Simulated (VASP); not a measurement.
The system is Ca.

```
Ca
1.0
     0.00000    2.78350    2.78350
     2.78350    0.00000    2.78350
     2.78350    2.78350    0.00000
Ca
1
Direct
  0.00000 0.00000 0.00000
```

Base run:

```yaml
Program: VASP 6.6.1
Functional: r2SCAN
Potentials_or_basis: VASP PAW PBE potentials, release 64 (Ca_sv)
Cutoff: 520 eV
k_mesh: 10 × 10 × 10
Occupations: gaussian, width 0.03 eV
Spin: no spin polarisation
```

Its results: band gap on the k mesh zero (bands 5 and 6 overlap by 0.48 eV); pressure 0.0 GPa.

Problem. The run is repeated on the same cell with these changes: occupations from gaussian, width 0.03 eV to fermi-dirac, width 0.6 eV. What comes out?

Solution. Band gap on the k mesh zero (bands 5 and 6 overlap by 0.52 eV); pressure 0.6 GPa.

Caveats: the PAW data sets were made with another functional, which shifts forces and pressure a little; so wide a smearing shifts energies and pressures (at least some runs).
